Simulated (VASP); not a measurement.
# Na: single point with PBEsol

Crystal: Na.

```xyz
1
Lattice="-1.9976 1.9976 1.9976 1.9976 -1.9976 1.9976 1.9976 1.9976 -1.9976" Properties=species:S:1:pos:R:3 pbc="T T T"
Na    0.0000    0.0000    0.0000
```

This cell differs from its parent crystal: volume scaled by 0.88.

```json
{
 "Program": "VASP 6.6.1",
 "Task": "single point",
 "Functional": "PBEsol",
 "Potentials or basis": "VASP PAW PBE potentials, release 64 (Na_pv)",
 "Cutoff": "520 eV",
 "k mesh": "14 × 14 × 14",
 "Occupations": "gaussian, width 0.1 eV",
 "Spin": "no spin polarisation",
 "Dipole correction": "no",
 "Further INCAR settings": "ALGO = Normal; EDIFF = 1e-07; NBANDS = 10"
}
```

- Pressure: 1.3 GPa

Levels at points of the mesh, in eV from the Fermi level:
```
           k point  band 1  band 2  band 3  band 4  band 5  band 6  band 7  band 8
(0.00, 0.00, 0.00)  -24.65  -24.65  -24.65   -3.58   12.77   12.77   12.77   13.87
(0.50, 0.00, 0.00)  -24.71  -24.67  -24.65    0.82    1.42    8.87   10.20   10.27
(0.50, 0.50, 0.50)  -24.70  -24.70  -24.70    4.79    4.79    5.46    5.46    5.46
```

Wall time 39 s on 1 thread of Intel(R) Xeon(R) Platinum 8259CL CPU @ 2.50GHz (Skylake/Cascade Lake) (shared host), peak memory 0.16 GiB.

Caveat: the PAW data sets were made with another functional, which shifts forces and pressure a little.
